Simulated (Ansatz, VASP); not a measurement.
## SiC: VASP beside Ansatz

Contents of INCAR:

```
ALGO = Normal ; EDIFF = 1E-6
ENCUT = 600 ; GGA = PE
GGA_COMPAT = F ; ISIF = 2
ISMEAR = 0 ; LASPH = T
LCHARG = F ; LREAL = F
LWAVE = F ; NBANDS = 11
NELM = 120 ; PREC = Accurate
SIGMA = 0.01
```

Contents of KPOINTS:

```
k-points
0
Gamma
  9 9 9
```

Contents of POSCAR:

```
SiC
1.0
    0.0264439039      2.1834680565      2.1834680565
    2.1834680565      0.0264439039      2.1834680565
    2.1834680565      2.1834680565      0.0264439039
Si C
1 1
Direct
    0.0006169995      0.0006169995      0.0006169995
    0.2493830005      0.2493830005      0.2493830005
```

Input for Ansatz:

```yaml
crystal:
  lattice:
    - [0.0264439039, 2.1834680565, 2.1834680565]
    - [2.1834680565, 0.0264439039, 2.1834680565]
    - [2.1834680565, 2.1834680565, 0.0264439039]
  atoms:
    - { symbol: Si, position: [0.0006169995, 0.0006169995, 0.0006169995] }
    - { symbol: C, position: [0.2493830005, 0.2493830005, 0.2493830005] }
basis:
  ecutwfc: 420
kpoints:
  mp_grid: { grid: [9, 9, 9] }
  band_path:
    path:
      - [0.0, 0.0, 0.0]
      - [0.0, 0.0, 0.0]
      - [0.5, 0.5, 0.0]
      - [0.0, 0.5, 0.5]
      - [0.5, 0.5, 0.5]
      - [0.0, 0.0, 0.5]
      - [-0.0029130061, 0.0029130061, 0.0]
      - [0.0029130061, -0.0029130061, 0.0]
      - [-0.0029130061, 0.0029130061, 0.0]
      - [0.0029130061, -0.0029130061, 0.0]
    npoints: 1
hamiltonian:
  xc: pbe
  pseudopotentials: { kind: paw }
scf:
  occupations: { method: fixed }
  n_extra_bands: 5
output:
  forces: true
  stress: true
  eigenvalues: true
```

Alike in both runs: task single point; functional PBE; k mesh 9 × 9 × 9; no spin polarisation.

|  | VASP | Ansatz |
| --- | --- | --- |
| version | VASP 6.6.1 | Ansatz 0.2.0 |
| potentials or method | VASP PAW PBE potentials, release 64 (Si, C), cutoff 600 eV | scalar-relativistic, plane waves, PAW |
| occupations | gaussian, width 0.01 eV | fixed |
| valence electrons in the cell | 8 | 8 |

```tsv
	VASP	Ansatz	Ansatz less VASP
gap on the k mesh at the Fermi level (eV)	1.42	1.42	+0.003
least direct gap on the mesh (eV)	4.52	4.52	+0.004
pressure (GPa)	5.9	6.1	+0.20
traceless stress, the component that is largest in VASP (GPa)	-3.07	-3.06	+0.015
```
